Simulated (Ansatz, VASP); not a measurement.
N: VASP beside Ansatz

The input INCAR:

```
PREC = Accurate ; ENCUT = 520
EDIFF = 1E-6 ; ISMEAR = 0
SIGMA = 0.05 ; LREAL = F
LASPH = T ; NELM = 150
ALGO = Normal ; ISIF = 2
LWAVE = F ; LCHARG = F
ISPIN = 2 ; MAGMOM = 3.24 3.24 3.24 3.24
LORBIT = 11 ; GGA = PS
NBANDS = 22
```

Contents of KPOINTS:

```
regular mesh
0
Gamma
  4 4 4
```

File POSCAR:

```
N
1.0
    5.8493571874      0.0000000000      0.0000000000
    0.0000000000      5.8493571874      0.0000000000
    0.0000000000      0.0000000000      5.8493571874
N
4
Direct
   -0.0512238011      0.0000638858      0.0000638858
    0.4999361142      0.9999361142      0.5000638858
    0.5000638858      0.4999361142      0.9999361142
    0.9999361142      0.5000638858      0.4999361142
```

Input for Ansatz:

```yaml
crystal:
  lattice:
    - [5.8493571874, 0.0, 0.0]
    - [0.0, 5.8493571874, 0.0]
    - [0.0, 0.0, 5.8493571874]
  atoms:
    - { symbol: "N", position: [-0.0512238011, 6.38858e-05, 6.38858e-05], spin: 3.24 }
    - { symbol: "N", position: [0.4999361142, 0.9999361142, 0.5000638858], spin: 3.24 }
    - { symbol: "N", position: [0.5000638858, 0.4999361142, 0.9999361142], spin: 3.24 }
    - { symbol: "N", position: [0.9999361142, 0.5000638858, 0.4999361142], spin: 3.24 }
basis:
  ecutwfc: 420
kpoints:
  mp_grid: { grid: [4, 4, 4] }
hamiltonian:
  xc: pbesol
scf:
  occupations: { method: gaussian, width: 0.05 }
output:
  forces: true
  stress: true
  eigenvalues: true
  populations: true
magnetization:
  spin_polarized: true
```

Alike in both runs: task single point; functional PBEsol; k mesh 4 × 4 × 4; occupations gaussian, width 0.05 eV; collinear spin.

|  | VASP | Ansatz |
| --- | --- | --- |
| version | VASP 6.6.1 | Ansatz 0.2.0 |
| potentials or method | VASP PAW PBE potentials, release 64 (N), cutoff 520 eV | scalar-relativistic, plane waves, PAW |
| valence electrons in the cell | 20 | 20 |

```csv
,VASP,Ansatz,Ansatz less VASP
gap on the k mesh at the Fermi level (eV),3.33,3.33,-0.001
least direct gap on the mesh (eV),3.38,3.38,0.000
pressure (GPa),0.0,0.1,+0.05
rms of the force components (eV/Å),0.003,0.003,+0.0001
net moment per atom (μB),3.00,3.00,0.000
size of the moment on the site where the two differ most (μB),1.94,2.95,+1.003
```

VASP's potentials were made for PBE, not for PBEsol. Site moments also hang on the region over which each program counts them. Atom by atom the forces differ by 0.000 eV/Å (rms over components).
